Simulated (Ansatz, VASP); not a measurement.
**HfO2: VASP beside Ansatz**

Contents of INCAR:

```
ALGO     = Normal         # electronic algorithm
EDIFF    = 1E-6           # SCF threshold, eV
ENCUT    = 520            # plane-wave cutoff, eV
GGA      = PE             # functional
ISIF     = 2              # what is computed and relaxed
ISMEAR   = -1             # smearing method
LASPH    = T              # aspherical terms in the spheres
LCHARG   = F              # write CHGCAR
LREAL    = F              # projectors in reciprocal space
LWAVE    = F              # write WAVECAR
NBANDS   = 56             # bands
NELM     = 60             # most SCF steps
PREC     = Accurate       # precision mode
SIGMA    = 0.02           # smearing width, eV
```

File KPOINTS:

```
k-points
0
Gamma
  6 6 6
```

POSCAR

```
HfO2
1.0
    5.3514364158      0.0000000000      0.0000000000
    0.0000000000      5.1309763024      0.0000000000
    0.0000000000      0.0000000000      5.1604849953
Hf O
4 8
Direct
    0.0341279226      0.2630315139      0.2327016998
    0.4658720774      0.2630315139      0.7327016998
    0.5341279226      0.7369684861      0.2327016998
    0.9658720774      0.7369684861      0.7327016998
    0.3607181287      0.0574099886      0.3898306111
    0.1392818713      0.0574099886      0.8898306111
    0.7131966663      0.4746185261      0.4904676891
    0.7868033337      0.4746185261      0.9904676891
    0.2868033337      0.5253814739      0.9904676891
    0.2131966663      0.5253814739      0.4904676891
    0.8607181287      0.9425900114      0.3898306111
    0.6392818713      0.9425900114      0.8898306111
```

Input for Ansatz:

```yaml
crystal:
  lattice:
    - [5.3514364158, 0.0, 0.0]
    - [0.0, 5.1309763024, 0.0]
    - [0.0, 0.0, 5.1604849953]
  atoms:
    - { symbol: Hf, position: [0.0341279226, 0.2630315139, 0.2327016998] }
    - { symbol: Hf, position: [0.4658720774, 0.2630315139, 0.7327016998] }
    - { symbol: Hf, position: [0.5341279226, 0.7369684861, 0.2327016998] }
    - { symbol: Hf, position: [0.9658720774, 0.7369684861, 0.7327016998] }
    - { symbol: O, position: [0.3607181287, 0.0574099886, 0.3898306111] }
    - { symbol: O, position: [0.1392818713, 0.0574099886, 0.8898306111] }
    - { symbol: O, position: [0.7131966663, 0.4746185261, 0.4904676891] }
    - { symbol: O, position: [0.7868033337, 0.4746185261, 0.9904676891] }
    - { symbol: O, position: [0.2868033337, 0.5253814739, 0.9904676891] }
    - { symbol: O, position: [0.2131966663, 0.5253814739, 0.4904676891] }
    - { symbol: O, position: [0.8607181287, 0.9425900114, 0.3898306111] }
    - { symbol: O, position: [0.6392818713, 0.9425900114, 0.8898306111] }
kpoints:
  mp_grid: { grid: [6, 6, 6] }
  band_path:
    path:
      - [0.0, 0.0, 0.0]
      - [0.5, 0.0, 0.0]
      - [0.5, 0.5, 0.0]
      - [0.0, 0.5, 0.0]
      - [0.0, 0.0, 0.5]
      - [0.5, 0.0, 0.5]
      - [0.5, 0.5, 0.5]
      - [0.0, 0.5, 0.5]
      - [0.1, 0.5, 0.0]
      - [0.276042, -0.5, 0.395833]
    npoints: 1
hamiltonian:
  xc: pbe
scf:
  occupations: { method: fermi_dirac, width: 0.02 }
  n_extra_bands: 7
output:
  forces: true
  stress: true
  eigenvalues: true
```

Change from the starting cell: hydrostatic strain +2.0%.

Alike in both runs: task single point; functional PBE; k mesh 6 × 6 × 6; occupations fermi-dirac, width 0.02 eV; no spin polarisation.

|  | VASP | Ansatz |
| --- | --- | --- |
| version | VASP 6.6.1 | Ansatz 0.2.0 |
| potentials or method | VASP PAW PBE potentials, release 64 (Hf_pv, O) | plane waves, PAW |
| plane-wave cutoff (eV) | 520 | 420 |
| valence electrons in the cell | 88 | 152 |

|  | VASP | Ansatz | Ansatz less VASP |
| --- | --- | --- | --- |
| gap on the k mesh at the Fermi level (eV) | 4.40 | 4.45 | +0.048 |
| pressure (GPa) | -7.6 | -4.7 | +2.92 |
| traceless stress, the component that is largest in VASP (GPa) | 2.00 | 1.92 | -0.083 |
| rms of the force components (eV/Å) | 0.012 | 0.030 | +0.0186 |

Atom by atom the forces differ by 0.031 eV/Å (rms over components). With one functional, cell and mesh, what is left measures potentials, basis and numerics. VASP's potentials hold 88 valence electrons a cell and Ansatz's 152, so a difference there can come from the potentials and not from the codes.

Neither program's run includes spin-orbit coupling.
